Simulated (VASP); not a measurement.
# CaO (Fm-3m) in VASP: further runs

The runs below take CaO through single point, with PBE.

Program: VASP 6.6.1. These are calculated values, not measurements. Logs are shortened: lines on timing, memory, paths and dates and some standing lists are left out, and cuts for length are marked.

## (1) The cell of the first run

The structure is cubic, space group Fm-3m (No. 225). The conventional cell has a = 4.807 Å, b = 4.807 Å, c = 4.807 Å, α = 90.00°, β = 90.00°, γ = 90.00°. Within 3.2 Å of Ca (site symmetry m-3m) lie 6 O at 2.40 Å. Within 3.2 Å of O (site symmetry m-3m) lie 6 Ca at 2.40 Å.

## (2) Single point, PBE

File INCAR:

```
ALGO = Normal
EDIFF = 1E-6
ENCUT = 520
GGA = PE
ISIF = 2
ISMEAR = -1
LASPH = T
LCHARG = F
LREAL = F
LWAVE = F
NBANDS = 15
NELM = 80
PREC = Accurate
SIGMA = 0.1
```

File KPOINTS:

```
k-points
0
Gamma
  10 10 10
```

File POSCAR:

```
CaO
1.0
    0.0000000000      2.4035556960      2.4035556960
    2.4035556960      0.0000000000      2.4035556960
    2.4035556960      2.4035556960      0.0000000000
Ca O
1 1
Direct
    0.0000000000      0.0000000000      0.0000000000
    0.5000000000      0.5000000000      0.5000000000
```

Potentials or basis: VASP PAW PBE potentials, release 64 (Ca_sv, O).

The run is started by

```bash
cat potpaw_PBE.64/Ca_sv/POTCAR potpaw_PBE.64/O/POTCAR > POTCAR
mpirun -np 1 vasp_std > vasp.out
```

OUTCAR:

```text
EDIFF = 1E-6
   ENCUT = 520
   GGA = PE
   ISIF = 2
   ISMEAR = -1
   LASPH = T
   LREAL = F
   NELM = 80
   PREC = Accurate

 ion  position               nearest neighbor table
   1  0.000  0.000  0.000-   2 2.40   2 2.40   2 2.40   2 2.40   2 2.40   2 2.40
   2  0.500  0.500  0.500-   1 2.40   1 2.40   1 2.40   1 2.40   1 2.40   1 2.40

  LATTYP: Found a face centered cubic cell.
 ALAT       =     4.8071113920

  Lattice vectors:

 A1 = (   0.0000000000,   2.4035556960,   2.4035556960)
 A2 = (   2.4035556960,   0.0000000000,   2.4035556960)
 A3 = (   2.4035556960,   2.4035556960,   0.0000000000)

Analysis of symmetry for initial positions (statically):
=====================================================================
 Subroutine PRICEL returns:
 Original cell was already a primitive cell.

 Routine SETGRP: Setting up the symmetry group for a
 face centered cubic supercell.

 Subroutine GETGRP returns: Found 48 space group operations
 (whereof 48 operations were pure point group operations)
 out of a pool of 48 trial point group operations.

The static configuration has the point symmetry O_h .

Analysis of symmetry for dynamics (positions and initial velocities):
=====================================================================
 Subroutine PRICEL returns:
 Original cell was already a primitive cell.

 Routine SETGRP: Setting up the symmetry group for a
 face centered cubic supercell.

 Subroutine GETGRP returns: Found 48 space group operations
 (whereof 48 operations were pure point group operations)
 out of a pool of 48 trial point group operations.

The dynamic configuration has the point symmetry O_h .

 Subroutine INISYM returns: Found 48 space group operations
 (whereof 48 operations are pure point group operations),
 and found     1 'primitive' translations

----------------------------------------------------------------------------------------

                                     Primitive cell

  volume of cell :      27.7711

  direct lattice vectors                    reciprocal lattice vectors
     0.000000000  2.403555696  2.403555696    -0.208025136  0.208025136  0.208025136
     2.403555696  0.000000000  2.403555696     0.208025136 -0.208025136  0.208025136
     2.403555696  2.403555696  0.000000000     0.208025136  0.208025136 -0.208025136

  length of vectors
     3.399141063  3.399141063  3.399141063     0.360310104  0.360310104  0.360310104

  position of ions in fractional coordinates (direct lattice)
     0.000000000  0.000000000  0.000000000
     0.500000000  0.500000000  0.500000000

  ion indices of the primitive-cell ions
   primitive index   ion index
                 1           1
                 2           2

----------------------------------------------------------------------------------------

 KPOINTS: k-points

Automatic generation of k-mesh.
 Grid dimensions read from file:
 generate k-points for:   10   10   10

 Generating k-lattice:

  Cartesian coordinates                     Fractional coordinates (reciprocal lattice)
    -0.020802514  0.020802514  0.020802514     0.100000000  0.000000000  0.000000000
     0.020802514 -0.020802514  0.020802514     0.000000000  0.100000000  0.000000000
     0.020802514  0.020802514 -0.020802514     0.000000000  0.000000000  0.100000000

  Length of vectors
     0.036031010  0.036031010  0.036031010

  Shift w.r.t. Gamma in fractional coordinates (k-lattice)
     0.000000000  0.000000000  0.000000000

 Subroutine IBZKPT returns following result:
 ===========================================

 Found     47 irreducible k-points:

 Following reciprocal coordinates:
            Coordinates               Weight
  0.000000  0.000000  0.000000      1.000000
  0.100000  0.000000  0.000000      8.000000
  0.200000  0.000000  0.000000      8.000000
  0.300000  0.000000  0.000000      8.000000
  0.400000  0.000000  0.000000      8.000000
  0.500000  0.000000  0.000000      4.000000
[... 16 lines left out ...]
  0.300000  0.300000  0.000000      6.000000
  0.400000  0.300000  0.000000     24.000000
 [... further k-points ...]
   k-points           NKPTS =     47   k-points in BZ     NKDIM =     47   number of bands    NBANDS=     15
   number of dos      NEDOS =    301   number of ions     NIONS =      2
   total plane-waves  NPLWV =  21952
   dimension x,y,z NGX =    28 NGY =   28 NGZ =   28
   dimension x,y,z NGXF=    56 NGYF=   56 NGZF=   56
   ions per type =               1   1
   NGX,Y,Z   is equivalent  to a cutoff of  13.69, 13.69, 13.69 a.u.
   NGXF,Y,Z  is equivalent  to a cutoff of  27.39, 27.39, 27.39 a.u.
 SYSTEM =  unknown system
   PREC   = accura    normal or accurate (medium, high low for compatibility)
   ISTART =      0    job   : 0-new  1-cont  2-samecut
   ICHARG =      2    charge: 1-file 2-atom 10-const
   ISPIN  =      1    spin polarized calculation?
   LNONCOLLINEAR =      F non collinear calculations
   LSORBIT =      F    spin-orbit coupling
   LASPH  =      T    aspherical Exc in radial PAW
   ENCUT  =  520.0 eV  38.22 Ry    6.18 a.u.   6.32  6.32  6.32*2*pi/ulx,y,z
   NELM   =     80;   NELMIN=  2; NELMDL= -5     # of ELM steps
   EDIFF  = 0.1E-05   stopping-criterion for ELM
   LREAL  =      F    real-space projection
   EDIFFG = 0.1E-04   stopping-criterion for IOM
   NSW    =      0    number of steps for IOM
   IBRION =     -1    ionic relax: 0-MD 1-quasi-New 2-CG
   NFREE  =      0    steps in history (QN), initial steepest desc. (CG)
   ISIF   =      2    stress and relaxation
   ISYM   =      2    0-nonsym 1-usesym 2-fastsym
   POTIM  = 0.5000    time-step for ionic-motion
   TEBEG  =    0.0;   TEEND  =   0.0 temperature during run
   PSTRESS=    0.0 pullay stress
   NELECT =      16.0000    total number of electrons
   NUPDOWN=      -1.0000    fix difference up-down
   EMIN   =  10.00;   EMAX   =-10.00  energy-range for DOS
   EFERMI =   0.00;   METHOD = LEGACY
   ISMEAR =    -1;   SIGMA  =   0.10  broadening in eV -4-tet -1-fermi 0-gaus
   EFERMI_NEDOS =   21; number of points for ismear=-14 and -15
   IALGO  =     38    algorithm
   IMIX   =      4    mixing-type and parameters
     AMIX     =   0.40;   BMIX     =  1.00
     AMIX_MAG =   1.60;   BMIX_MAG =  1.00
  volume/ion in A,a.u.               =      13.89        93.70
  Fermi-wavevector in a.u.,A,eV,Ry     =   1.362231  2.574243 25.247954  1.855672
  Thomas-Fermi vector in A             =   2.488738
   LORBIT       =      0    0 simple, 1 ext, 2 COOP (PROOUT), +10 PAW based schemes
   GGA     = PE    functional components
   LHFCALC =     F    Hartree Fock is set to
   AEXX    =    0.0000 exact exchange contribution
   IVDW    =     0    specifies the selected vdW correction
   LEPSILON=     F    determine dielectric tensor
   LRPA    =     F    only Hartree local field effects (RPA)
 non-spin polarized calculation
  energy-cutoff  :      520.00
  volume of cell :       27.77
 maximum number of plane-waves:       763
 NGX is ok and might be reduce to    28
   NGX = 13   NGY = 13   NGZ = 13

 number of electron      15.9999997 magnetization

 Free energy of the ion-electron system (eV)
  ---------------------------------------------------
  ext. energy  EPLUGINS =         0.00000000
  ---------------------------------------------------
  free energy    TOTEN  =       -12.80137705 eV

  energy without entropy =      -12.80137705  energy(sigma->0) =      -12.80137705

 E-fermi :   4.2505     XC(G=0): -10.4732

 val. band max:        2.3477006549   @ k =   0.0000   0.0000   0.0000
 cond. band min:       5.9830926036   @ k =   0.5000   0.5000   0.0000
 fundamental gap:      3.6353919487
 Fermi energy:         4.2505238872

 k-point     1 :       0.0000    0.0000    0.0000
  band No.  band energies     occupation
      1     -35.2914      2.00000
      2     -16.0556      2.00000
      3     -16.0556      2.00000
      4     -16.0556      2.00000
      5     -13.1836      2.00000
      6       2.3477      2.00000
      7       2.3477      2.00000
      8       2.3477      2.00000
      9       7.0571      0.00000
     10       8.5718      0.00000
     11       8.5718      0.00000
     12       8.5718      0.00000
     13      10.0746      0.00000
     14      10.0746      0.00000
     15      17.4169      0.00000

 k-point     2 :       0.1000    0.0000    0.0000
  band No.  band energies     occupation
      1     -35.2817      2.00000
      2     -16.1963      2.00000
      3     -16.0608      2.00000
      4     -16.0608      2.00000
      5     -13.0362      2.00000
      6       1.9871      2.00000
      7       2.2086      2.00000
      8       2.2086      2.00000
      9       7.5147      0.00000
     10       8.5387      0.00000
     11       8.7427      0.00000
     12       8.7427      0.00000
     13      10.3147      0.00000
     14      10.3147      0.00000
     15      17.8137      0.00000

 k-point     3 :       0.2000    0.0000    0.0000
  band No.  band energies     occupation
      1     -35.2562      2.00000
      2     -16.5155      2.00000
      3     -16.0744      2.00000
      4     -16.0744      2.00000
      5     -12.6983      2.00000
      6       1.2167      2.00000
      7       1.8749      2.00000
      8       1.8749      2.00000
      9       8.4469      0.00000
     10       8.6763      0.00000
     11       9.2147      0.00000
     12       9.2147      0.00000
     13      10.9369      0.00000
     14      10.9369      0.00000
     15      18.3854      0.00000
[... 343 lines left out ...]
 k-point    23 :       0.3000    0.3000    0.0000
  band No.  band energies     occupation
      1     -35.2037      2.00000
      2     -16.6375      2.00000
      3     -16.2046      2.00000
      4     -16.2046      2.00000
      5     -12.6623      2.00000
      6       0.6093      2.00000
      7       2.0062      2.00000
      8       2.0062      2.00000
      9       6.6866      0.00000
     10       9.4130      0.00000
     11      10.8006      0.00000
     12      10.9154      0.00000
     13      10.9154      0.00000
     14      12.7550      0.00000
     15      19.5579      0.00000

 k-point    24 :       0.4000    0.3000    0.0000
  band No.  band energies     occupation
      1     -35.1838      2.00000
      2     -16.6989      2.00000
      3     -16.2545      2.00000
      4     -16.2275      2.00000
      5     -12.6649      2.00000
      6       0.6713      2.00000
      7       1.7941      2.00000
      8       1.8942      2.00000
      9       6.6524      0.00000
     10       9.9896      0.00000
     11      11.1211      0.00000
     12      11.2060      0.00000
     13      11.3435      0.00000
     14      13.1499      0.00000
     15      17.9188      0.00000

 [... further k-points ...]

------------------------ aborting loop because EDIFF is reached ----------------------------------------

  FORCE on cell =-STRESS in cart. coord.  units (eV):
  Direction    XX          YY          ZZ          XY          YZ          ZX
  --------------------------------------------------------------------------------------
  -------------------------------------------------------------------------------------
  Total        0.3769269      0.3769269      0.3769269      0.0000000      0.0000000     -0.0000000
  in kB       21.7457878     21.7457878     21.7457878      0.0000000      0.0000000     -0.0000000
  external PRESSURE =      21.7457878 kB  Pullay stress =       0.0000000 kB

 VOLUME and BASIS-vectors are now :
 -----------------------------------------------------------------------------
  energy-cutoff  :      520.00
  volume of cell :       27.77
      direct lattice vectors                 reciprocal lattice vectors
     0.000000000  2.403555696  2.403555696    -0.208025136  0.208025136  0.208025136
     2.403555696  0.000000000  2.403555696     0.208025136 -0.208025136  0.208025136
     2.403555696  2.403555696  0.000000000     0.208025136  0.208025136 -0.208025136

 POSITION                                       TOTAL-FORCE (eV/Angst)
 -----------------------------------------------------------------------------------
      0.00000      0.00000      0.00000         0.000000      0.000000      0.000000
      2.40356      2.40356      2.40356         0.000000     -0.000000     -0.000000
 -----------------------------------------------------------------------------------
    total drift:                                0.000000      0.000000      0.000000

  FREE ENERGIE OF THE ION-ELECTRON SYSTEM (eV)
  ---------------------------------------------------
  free  energy   TOTEN  =       -12.8013770493 eV

  energy  without entropy=      -12.8013770482  energy(sigma->0) =      -12.80137705
```

Run time: 14 s. Hardware: 1 thread of Intel Xeon Platinum 8488C (Sapphire Rapids), shared host; peak memory 0.17 GiB.

What came out:

* Free energy: -12.8014 eV
* Pressure: 2.2 GPa
* Band gap on the k mesh: 3.64 eV, indirect (least direct gap 4.01 eV)

Levels at points of the mesh, in eV from the valence-band top:
| k point | band 6 | band 7 | band 8 | band 9 | band 10 | band 11 |
| --- | --- | --- | --- | --- | --- | --- |
| (0.00, 0.00, 0.00) | 0.00 | 0.00 | 0.00 | 4.71 | 6.22 | 6.22 |
| (0.50, 0.00, 0.00) | -2.64 | -1.20 | -1.20 | 7.05 | 8.35 | 8.35 |
| (0.50, 0.50, 0.00) | -1.30 | -0.37 | -0.37 | 3.64 | 8.04 | 8.89 |

A k mesh can miss the band edges. PBE gaps usually lie below the measured ones, often by a third to a half.

## (3) Single point, PBE

File INCAR:

```
SYSTEM = CaO
  ALGO = Normal
  EDIFF = 1E-6
  ENCUT = 600
  GGA = PE
  GGA_COMPAT = .False.
  ISIF = 2
  ISMEAR = -1
  LASPH = .True.
  LCHARG = .False.
  LREAL = .False.
  LWAVE = .False.
  NBANDS = 15
  NELM = 120
  PREC = Accurate
  SIGMA = 0.04
```

File KPOINTS:

```
k-points
0
Gamma
  4 4 4
  0 0 0
```

POSCAR is that of step 2.

Potentials or basis: VASP PAW PBE potentials, release 64 (Ca_sv, O).

The run is started by

```bash
cat potpaw_PBE.64/Ca_sv/POTCAR potpaw_PBE.64/O/POTCAR > POTCAR
mpirun -np 1 vasp_std > vasp.out
```

It took 10 s on 1 thread of Intel Xeon 8259CL, shared host; peak memory 0.15 GiB.

It converged, with:

* Free energy: -12.7992 eV
* Pressure: 2.1 GPa
* Band gap on the k mesh: 3.63 eV, indirect (least direct gap 4.00 eV)

Levels at points of the mesh, in eV from the valence-band top:
```tsv
k point	band 6	band 7	band 8	band 9	band 10	band 11
(0.00, 0.00, 0.00)	0.00	0.00	0.00	4.71	6.22	6.22
(0.50, 0.00, 0.00)	-2.64	-1.20	-1.20	7.04	8.35	8.35
(0.50, 0.50, 0.00)	-1.30	-0.37	-0.37	3.63	8.03	8.88
```

Caveat: the k points lie up to 0.57 Å⁻¹ apart.
